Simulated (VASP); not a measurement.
Here is a VASP 6.6.1 calculation.

INCAR

```
SYSTEM = NiO2
PREC = Accurate
ENCUT = 520
EDIFF = 1E-6
ISMEAR = 0
SIGMA = 0.05
LREAL = .FALSE.
LASPH = .TRUE.
NELM = 80
ALGO = Normal
ISIF = 2
LWAVE = .FALSE.
LCHARG = .TRUE.
GGA = PS
LELF = .TRUE.
LVHAR = .TRUE.
NBANDS = 31
```

Contents of KPOINTS:

```
regular mesh
0
G
  12 12 4
  0 0 0
```

POSCAR

```
NiO2
1.0
    2.7833395248      0.0000000000      0.0000000000
   -1.3916697624      2.4224949495      0.0000000000
    0.0000000000      0.0000000000     10.8430490062
Ni O
2 4
Direct
    0.0000000000      0.0000000000      0.0000000000
    0.0000000000      0.0000000000      0.5000000000
    0.6666666667      0.3333333333      0.0860929541
    0.6666666667      0.3333333333      0.4139070459
    0.3333333333      0.6666666667      0.9139070459
    0.3333333333      0.6666666667      0.5860929541
```

Potentials or basis: VASP PAW PBE potentials, release 64 (Ni, O).

Launch:

```console
$ cat potpaw_PBE.64/Ni/POTCAR potpaw_PBE.64/O/POTCAR > POTCAR
$ mpirun -np 1 vasp_std > vasp.out
```

**Question.** What does it give for the largest force?

**Answer.** 0.025 eV/Å.

**Question.** Predict the pressure.

**Answer.** -0.3 GPa.

Forces on the atoms (eV/Å):
```
Ni   0.000  0.000  0.000
Ni   0.000  0.000  0.000
O    0.000  0.025  0.002
O    0.000  0.025 -0.002
O    0.000 -0.025 -0.002
O    0.000 -0.025  0.002
```

Caveat: the cell differs from its parent crystal (strain +0.0050 x Voigt [0, 1, 0, 0, 0, 0]); the PAW data sets were made with another functional, which shifts forces and pressure a little; the run has no spin polarisation, though such a crystal can be magnetic. Spin polarisation is off, so any magnetic state and its effect on volume and gap are missing.
